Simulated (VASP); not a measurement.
ZrN:

```
Zr N
1.0
     0.00000    2.30000    2.30000
     2.30000    0.00000    2.30000
     2.30000    2.30000    0.00000
Zr N
1 1
Direct
  0.50000 0.50000 0.50000
  0.00000 0.00000 0.00000
```

Base run:

```yaml
Program: VASP 6.6.1
Functional: BLYP
Potentials_or_basis: VASP PAW PBE potentials, release 64 (Zr_sv, N)
Cutoff: 600 eV
k_mesh: 7 × 7 × 7
Occupations: fermi-dirac, width 0.3 eV
Spin: no spin polarisation
```

Its results: pressure 8.8 GPa.

Problem. After a change of settings the same cell gave: pressure -11.2 GPa. Which change was it?
A. functional from BLYP to r2SCAN; cutoff from 600 eV to 660 eV
B. functional from BLYP to PBEsol
C. functional from BLYP to LDA; potentials or basis from VASP PAW PBE potentials, release 64 (Zr_sv, N) to VASP PAW LDA potentials, release 64 (Zr_sv, N)

Solution. C.

Caveats: the PAW data sets were made with another functional, which shifts forces and pressure a little (some runs).
